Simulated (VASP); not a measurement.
The system is CaMg3.

```
Ca Mg
1.0
    -2.64620    2.64620    3.73441
     2.64620   -2.64620    3.73441
     2.64620    2.64620   -3.73441
Ca Mg
1 3
Direct
  0.00000 0.00000 0.00000
  0.50000 0.50000 0.00000
  0.25000 0.75000 0.50000
  0.75000 0.25000 0.50000
```

```yaml
Program: VASP 6.6.1
Task: relaxation of cell and atoms
Functional: LDA
Potentials_or_basis: VASP PAW LDA potentials, release 64 (Ca_sv, Mg)
Cutoff: 600 eV
k_mesh: 12 × 12 × 12
Occupations: gaussian, width 0.1 eV
Spin: no spin polarisation
```

At the start: pressure -2.5 GPa; volume 26.15 Å³/atom.

Q: How do energy, volume and symmetry change on relaxing?

A: Over 3 steps the energy falls by 17.4 meV/atom and the volume is 24.06 Å³/atom (-8.0 %); space group Fm-3m (No. 225, to 0.1 Å) before and after.

Step by step:
```csv
step,energy change (eV),largest force (eV/Å),pressure (GPa),volume (Å³)
1,0.0000,0.0000,-2.49,104.60
2,-0.0636,0.0000,-0.81,98.55
3,-0.0695,0.0000,0.01,96.23
```

Final structure:
```
CELL_PARAMETERS angstrom
-2.57340 2.57340 3.63264
2.57340 -2.57340 3.63264
2.57340 2.57340 -3.63264
ATOMIC_POSITIONS crystal
Ca 0.00000 0.00000 0.00000
Mg 0.50000 0.50000 0.00000
Mg 0.25000 0.75000 0.50000
Mg 0.75000 0.25000 0.50000
```
